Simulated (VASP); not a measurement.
Wanted: the native input for a VASP 6.6.1 run.

```
Task                   : single point
Functional             : r2SCAN
Potentials or basis    : VASP PAW PBE potentials, release 64 (Ta_pv, Si)
Cutoff                 : 520 eV
k mesh                 : 12 × 12 × 6
Occupations            : gaussian, width 0.1 eV
Spin                   : no spin polarisation
Dipole correction      : no
Further INCAR settings : ALGO = Normal; EDIFF = 1e-07; NBANDS = 38
```

The system is TaSi2.

```xyz
9
Lattice="4.7800 0.0000 0.0000 -2.3900 4.1396 0.0000 0.0000 0.0000 6.8169" Properties=species:S:1:pos:R:3 pbc="T T T"
Ta    2.3900    0.0000    0.0000
Ta    1.1950    2.0698    4.5446
Ta   -1.1950    2.0698    2.2723
Si    0.0000    1.3207    0.0000
Si    3.6362    0.6604    4.5446
Si    1.2462    3.4792    2.2723
Si    2.3900    2.8189    0.0000
Si   -1.2462    3.4792    4.5446
Si    1.1438    0.6604    2.2723
```

This cell differs from its parent crystal: strain along c alone, the other axes held: +4.0 %, then relaxed in part.

One way to write it, as run:

POSCAR

```
TaSi2
1.0
    4.7799675399      0.0000000000      0.0000000000
   -2.3899837700      4.1395733188      0.0000000000
    0.0000000000      0.0000000000      6.8169456130
Ta Si
3 6
Direct
    0.5000000000      0.0000000000      0.0000000000
    0.5000000000      0.5000000000      0.6666666667
    0.0000000000      0.5000000000      0.3333333333
    0.1595233518      0.3190467036      0.0000000000
    0.8404766482      0.1595233518      0.6666666667
    0.6809532964      0.8404766482      0.3333333333
    0.8404766482      0.6809532964      0.0000000000
    0.1595233518      0.8404766482      0.6666666667
    0.3190467036      0.1595233518      0.3333333333
```

INCAR.step1

```
PREC = Accurate
ENCUT = 520
ISMEAR = 0
SIGMA = 0.1
LREAL = False
LASPH = True
NELM = 60
NBANDS = 38
GGA = PE
ALGO = Normal
EDIFF = 1E-4
LWAVE = True
LCHARG = False
```

INCAR.step2

```
PREC = Accurate
ENCUT = 520
EDIFF = 1E-7
ISMEAR = 0
SIGMA = 0.1
LREAL = False
LASPH = True
NELM = 60
ALGO = Normal
ISIF = 2
LWAVE = False
LCHARG = True
METAGGA = R2SCAN
LMIXTAU = True
LELF = True
LVHAR = True
NBANDS = 38
ISTART = 1
```

KPOINTS

```
Automatic mesh
0
Gamma
  12 12 6
```

Potentials or basis: VASP PAW PBE potentials, release 64 (Ta_pv, Si).

Command:

```sh
$ cat potpaw_PBE.64/Ta_pv/POTCAR potpaw_PBE.64/Si/POTCAR > POTCAR
$ cp INCAR.step1 INCAR
$ mpirun -np 1 vasp_std > vasp.out
$ cp INCAR.step2 INCAR
$ mpirun -np 1 vasp_std > vasp.out
```

It gave:

```yaml
Pressure: -7.5 GPa
Largest_force: 0.008 eV/Å
Band_gap_on_the_k_mesh: zero (an odd number of electrons rules out a gap without spin polarisation)
```

Caveat: the cell differs from its parent crystal (strain along c alone, the other axes held: +4.0 %, then relaxed in part); the stress differs along the axes, from -16 to -3 GPa; the PAW data sets were made with another functional, which shifts forces and pressure a little; spin-orbit coupling is left out, which moves the levels of the heavy elements.

Wall time 36 min on 1 thread of Intel Xeon 8259CL (shared host), peak memory 0.48 GiB.
